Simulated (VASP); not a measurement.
Si3Ge:

```
Si Ge
1.0
     3.88810    0.00000    0.00000
     0.00000    3.88810    0.00000
     0.00000    0.00000    5.48368
Si Ge
3 1
Cartesian
  1.9440 0.0000 4.1395
  1.9440 1.9440 0.0000
  0.0000 1.9440 1.3442
  0.0000 0.0000 2.7418
```

Program: VASP 6.6.1. Alike in all runs: task single point; potentials or basis VASP PAW PBE potentials, release 64 (Si, Ge_d); no spin polarisation; cell as given; cutoff (eV) 520; smearing gaussian 0.01 eV.

Problem. Order these runs on this cell by their band gap on the k mesh, lowest first.
A. level HSE06; k mesh 4 × 4 × 4; grid for exact exchange (PRECFOCK) Normal; screening parameter 0.2079 1/Å
B. level PBE; k mesh 4 × 4 × 4
C. level r2SCAN; k mesh 6 × 6 × 6

Solution. B (0.38 eV), C (0.58 eV), A (0.96 eV).

A k mesh can miss the band edges.
